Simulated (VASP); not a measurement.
The system is Ga3Se.

```xyz
4
Lattice="4.4325 0.0000 0.0000 0.0000 4.4325 0.0000 0.0000 0.0000 4.4325" Properties=species:S:1:pos:R:3 pbc="T T T"
Ga    0.0000    2.2162    2.2162
Ga    2.2162    0.0000    2.2162
Ga    2.2162    2.2162    0.0000
Se    0.0000    0.0000    0.0000
```

Base run:

| Quantity | Value |
| --- | --- |
| Program | VASP 6.6.1 |
| Functional | BLYP |
| Potentials or basis | VASP PAW PBE potentials, release 64 (Ga_d, Se) |
| Cutoff | 520 eV |
| k mesh | 5 × 5 × 5 |
| Occupations | methfessel-paxton, width 0.1 eV |
| Spin | no spin polarisation |

Its results: pressure 4.8 GPa.

**Question.** The run is repeated on the same cell with these changes: functional from BLYP to PBE. What comes out?

**Answer.** Pressure -0.3 GPa.

PBE binds more tightly than BLYP, so the same cell stands under less pressure.

Caveats: the PAW data sets were made with another functional, which shifts forces and pressure a little (some runs).
